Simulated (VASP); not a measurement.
# P in VASP: a series of runs, part 2 of 2

VASP 6.6.1. Earlier steps stand in the parts before.

## 3. Single point, PBE+D3(BJ)

This run uses another cell than the first one, of 13.74 Å³/atom, 0.985 times its volume.

Contents of INCAR:

```
ALGO = Normal ; EDIFF = 1E-6
ENCUT = 520 ; GGA = PE
ISIF = 2 ; ISMEAR = 0
IVDW = 12 ; LASPH = T
LCHARG = F ; LREAL = F
LWAVE = F ; NBANDS = 8
NELM = 100 ; PREC = Accurate
SIGMA = 0.1
```

Contents of KPOINTS:

```
k-points
0
Gamma
  18 18 18
```

Contents of POSCAR:

```
P
1.0
    2.3953337366      0.0000000000      0.0000000000
    0.0000000000      2.3953337366      0.0000000000
    0.0000000000      0.0000000000      2.3953653046
P
1
Direct
    0.0000000000      0.0000000000      0.0000000000
```

Potentials or basis: VASP PAW PBE potentials, release 64 (P).

Run with:

```console
cat potpaw_PBE.64/P/POTCAR > POTCAR
mpirun -np 1 vasp_std > vasp.out
```

OUTCAR:

```text
EDIFF = 1E-6
   ENCUT = 520
   GGA = PE
   ISIF = 2
   ISMEAR = 0
   IVDW = 12
   LASPH = T
   LREAL = F
   NELM = 100
   PREC = Accurate
 IVDW          = 12

 ion  position               nearest neighbor table
   1  0.000  0.000  0.000-

  LATTYP: Found a simple tetragonal cell.
 ALAT       =     2.3953337366
 C/A-ratio  =     1.0000131790

  Lattice vectors:

 A1 = (   2.3953337366,   0.0000000000,   0.0000000000)
 A2 = (   0.0000000000,   2.3953337366,   0.0000000000)
 A3 = (   0.0000000000,   0.0000000000,   2.3953653046)

[... 445 lines left out ...]

------------------------ aborting loop because EDIFF is reached ----------------------------------------

 Edisp (eV)   -0.51415

 E8    (eV) :    -0.1942

  FORCE on cell =-STRESS in cart. coord.  units (eV):
  Direction    XX          YY          ZZ          XY          YZ          ZX
  --------------------------------------------------------------------------------------
  -------------------------------------------------------------------------------------
  Total       0.14079     0.14079     0.14059     0.00000     0.00000     0.00000
  in kB      16.41269    16.41269    16.38921     0.00000     0.00000     0.00000
  external pressure =       16.40 kB  Pullay stress =        0.00 kB

 VOLUME and BASIS-vectors are now :
 -----------------------------------------------------------------------------
  energy-cutoff  :      520.00
  volume of cell :       13.74
      direct lattice vectors                 reciprocal lattice vectors
     2.395333737  0.000000000  0.000000000     0.417478360  0.000000000  0.000000000
     0.000000000  2.395333737  0.000000000     0.000000000  0.417478360  0.000000000
     0.000000000  0.000000000  2.395365305     0.000000000  0.000000000  0.417472858

 POSITION                                       TOTAL-FORCE (eV/Angst)
 -----------------------------------------------------------------------------------
      0.00000      0.00000      0.00000         0.000000      0.000000      0.000000
 -----------------------------------------------------------------------------------
    total drift:                                0.000000      0.000000      0.000000

  FREE ENERGIE OF THE ION-ELECTRON SYSTEM (eV)
  ---------------------------------------------------
  free  energy   TOTEN  =        -5.7600031510 eV

  energy  without entropy=       -5.7581072898  energy(sigma->0) =       -5.75905522
```

OSZICAR:

```text
N       E                     dE             d eps       ncg     rms          rms(c)
DAV:   1     0.354190049116E+00    0.35419E+00   -0.21901E+03  9256   0.455E+02
DAV:   2    -0.519706950417E+01   -0.55513E+01   -0.53904E+01 12784   0.490E+01
DAV:   3    -0.524569802913E+01   -0.48629E-01   -0.48603E-01  9944   0.504E+00
DAV:   4    -0.524576533632E+01   -0.67307E-04   -0.67307E-04 14048   0.204E-01
DAV:   5    -0.524576539626E+01   -0.59940E-07   -0.60843E-07  9928   0.333E-03    0.512E+00
DAV:   6    -0.524541858515E+01    0.34681E-03   -0.65206E-04 11880   0.219E-01    0.305E+00
DAV:   7    -0.524575412329E+01   -0.33554E-03   -0.16452E-03 10360   0.376E-01    0.114E-01
DAV:   8    -0.524584215429E+01   -0.88031E-04   -0.62317E-05 12104   0.639E-02    0.143E-02
DAV:   9    -0.524584864779E+01   -0.64935E-05   -0.53457E-06 10976   0.181E-02    0.241E-03
DAV:  10    -0.524584903245E+01   -0.38466E-06   -0.45660E-07 10704   0.509E-03
   1 F= -.57600032E+01 E0= -.57590552E+01  d E =-.189586E-02
```

Run time: 13 s. Hardware: 1 thread of Intel Xeon 6975P-C (Granite Rapids), shared host; peak memory 0.16 GiB.

Results:

- Free energy: -5.7600 eV
- Pressure: 1.6 GPa
- Dispersion energy per atom: -0.514 eV

Levels at points of the mesh, in eV from the Fermi level:
| k point | band 1 | band 2 | band 3 | band 4 | band 5 | band 6 | band 7 |
| --- | --- | --- | --- | --- | --- | --- | --- |
| (0.00, 0.00, 0.00) | -17.02 | 5.43 | 5.43 | 5.43 | 6.81 | 6.81 | 15.08 |
| (0.50, 0.00, 0.00) | -12.39 | -9.09 | 8.50 | 8.50 | 9.50 | 14.69 | 14.70 |
| (0.50, 0.50, 0.00) | -7.34 | -5.47 | -5.47 | 0.72 | 11.37 | 17.36 | 17.36 |
| (0.00, 0.00, 0.50) | -12.39 | -9.09 | 8.50 | 8.50 | 9.50 | 14.70 | 14.70 |
| (0.50, 0.00, 0.50) | -7.34 | -5.47 | -5.47 | 0.72 | 11.37 | 17.36 | 17.36 |
| (0.50, 0.50, 0.50) | -2.16 | -2.16 | -2.16 | -0.88 | 4.57 | 4.57 | 4.57 |

Caveat: pairwise dispersion overbinds metals, which lowers pressure and volume.

## 4. Relaxation of cell and atoms, PBE+D3(BJ), target pressure 2 GPa, at which the enthalpy is minimised

This run uses another cell than the first one, of 13.69 Å³/atom, 0.981 times its volume.

Contents of INCAR:

```
SYSTEM = P
PREC = Accurate
ENCUT = 600
EDIFF = 1E-6
ISMEAR = 0
SIGMA = 0.1
LREAL = .FALSE.
LASPH = .TRUE.
NELM = 100
ALGO = Normal
ISIF = 3
LWAVE = .FALSE.
LCHARG = .FALSE.
GGA = PE
IVDW = 12
IBRION = 2
NSW = 70
EDIFFG = -0.008
PSTRESS = 20.0
```

Contents of KPOINTS:

```
Automatic mesh
0
G
  18 18 18
  0 0 0
```

Contents of POSCAR:

```
P
1.0
    2.3922139707      0.0000000000      0.0000000000
    0.0000000000      2.3922139707      0.0000000000
    0.0000000000      0.0000000000      2.3923215466
P
1
Direct
    0.0000000000      0.0000000000      0.0000000000
```

Run with:

```console
cat potpaw_PBE.64/P/POTCAR > POTCAR
mpirun -np 1 vasp_std > vasp.out
```

Run time: 21 s. Hardware: 1 thread of Intel Xeon 6975P-C (Granite Rapids), shared host; peak memory 0.17 GiB.

It converged, with:

- Free energy: -5.7597 eV
- Relaxed volume: 13.71 Å³/atom
- Relaxed cell: a = 2.393 Å, b = 2.393 Å, c = 2.393 Å, α = 90.00°, β = 90.00°, γ = 90.00°
- Space group after relaxing (to 0.05 Å): Pm-3m (No. 221)
- Energy change on relaxing (the enthalpy is what falls): -0.2 meV/atom
- Ionic steps: 3
- Pressure after relaxing: 2.0 GPa
- Dispersion energy per atom: -0.515 eV

The path:
| step | energy change (eV) | largest force (eV/Å) | pressure (GPa) | volume (Å³) |
| --- | --- | --- | --- | --- |
| 1 | 0.0000 | 0.0000 | 2.17 | 13.69 |
| 2 | -0.0004 | 0.0000 | 1.90 | 13.72 |
| 3 | -0.0002 | 0.0000 | 2.00 | 13.71 |

Final structure:
```xyz
1
Lattice="2.3933 0.0000 0.0000 0.0000 2.3933 0.0000 0.0000 0.0000 2.3933" Properties=species:S:1:pos:R:3 pbc="T T T"
P     0.0000    0.0000    0.0000
```

Levels at points of the mesh, in eV from the Fermi level:
```csv
k point,band 1,band 2,band 3,band 4,band 5,band 6
"(0.00, 0.00, 0.00)",-17.04,5.44,5.44,5.44,6.80,6.80
"(0.50, 0.00, 0.00)",-12.40,-9.11,8.53,8.53,9.50,14.71
"(0.50, 0.50, 0.00)",-7.33,-5.48,-5.48,0.70,11.41,17.38
"(0.00, 0.00, 0.50)",-12.40,-9.11,8.53,8.53,9.50,14.71
"(0.50, 0.00, 0.50)",-7.33,-5.48,-5.48,0.70,11.41,17.38
"(0.50, 0.50, 0.50)",-2.16,-2.16,-2.16,-0.85,4.56,4.56
```

Caveat: the cell is relaxed towards a set pressure, so the enthalpy falls and the energy may rise; pairwise dispersion overbinds metals, which lowers pressure and volume.

## 5. Single point, PBE+D3(BJ)

This run uses another cell than the first one, of 79.93 Å³/atom, 5.730 times its volume.

Contents of INCAR:

```
SYSTEM = P
ALGO     = Normal         ! electronic algorithm
EDIFF    = 1E-7           ! SCF threshold, eV
ENCUT    = 520            ! plane-wave cutoff, eV
GGA      = PE             ! functional
ISIF     = 2              ! what is computed and relaxed
ISMEAR   = 0              ! smearing method
IVDW     = 12             ! dispersion correction
LASPH    = .TRUE.         ! aspherical terms in the spheres
LCHARG   = .FALSE.        ! write CHGCAR
LREAL    = .FALSE.        ! projectors in reciprocal space
LWAVE    = .FALSE.        ! write WAVECAR
NBANDS   = 8              ! bands
NELM     = 100            ! most SCF steps
PREC     = Accurate       ! precision mode
SIGMA    = 0.1            ! smearing width, eV
```

Contents of KPOINTS:

```
k-points
0
G
  4 4 4
  0 0 0
```

Contents of POSCAR:

```
P
1.0
    4.2729048574      0.0000000000      0.0000000000
    0.0000000000      4.2729048574      0.0000000000
    0.0000000000      0.0000000000      4.3780000000
P
1
Direct
    0.0000000000      0.0000000000      0.0000000000
```

Run with:

```console
cat potpaw_PBE.64/P/POTCAR > POTCAR
mpirun -np 1 vasp_std > vasp.out
```

It took 4 s on 1 thread of Intel Xeon 6975P-C (Granite Rapids), shared host; peak memory 0.18 GiB.

The run converged. Its results:

| Quantity | Value |
| --- | --- |
| Free energy | -1.1188 eV |
| Pressure | -3.5 GPa |
| Dispersion energy per atom | -0.080 eV |

Stress tensor (GPa, compression positive):
```
-3.60  0.00  0.00
 0.00 -3.60  0.00
 0.00  0.00 -3.24
```

Levels at points of the mesh, in eV from the Fermi level:
```tsv
k point	band 1	band 2	band 3	band 4	band 5
(0.00, 0.00, 0.00)	-8.75	0.44	0.55	0.55	4.70
(0.50, 0.00, 0.00)	-8.58	-0.81	0.59	0.69	6.59
(0.50, 0.50, 0.00)	-8.43	-0.52	-0.52	0.73	5.92
(0.00, 0.00, 0.50)	-8.61	-0.77	0.67	0.67	6.56
(0.50, 0.00, 0.50)	-8.46	-0.56	-0.47	0.80	5.90
(0.50, 0.50, 0.50)	-8.31	-0.31	-0.31	-0.23	6.93
```

Caveat: the k points lie up to 0.37 Å⁻¹ apart; pairwise dispersion overbinds metals, which lowers pressure and volume.

## 6. The runs side by side

```csv
task,cell,k mesh,cutoff (eV),gap on the mesh (eV),pressure (GPa)
relaxation of cell and atoms,"relaxed from a = 2.407 Å, 1 atom",18 × 18 × 18,600,none,0.0
single point,"a = 2.395 Å, 1 atom",18 × 18 × 18,520,none,1.6
relaxation of cell and atoms,"relaxed to 2 GPa from a = 2.392 Å, 1 atom",18 × 18 × 18,600,none,2.0
single point,"a = 4.273, b = 4.273, c = 4.378 Å, 1 atom",4 × 4 × 4,520,none,-3.5
```

Alike in all rows: level PBE+D3(BJ); potentials or basis VASP PAW PBE potentials, release 64 (P); no spin polarisation; smearing gaussian 0.1 eV.

Caveats: some runs use coarse meshes; pairwise dispersion overbinds metals, which lowers pressure and volume; the cell is relaxed towards a set pressure, so the enthalpy falls and the energy may rise (some runs).

Absolute energies hang on the potentials; compare differences alone.
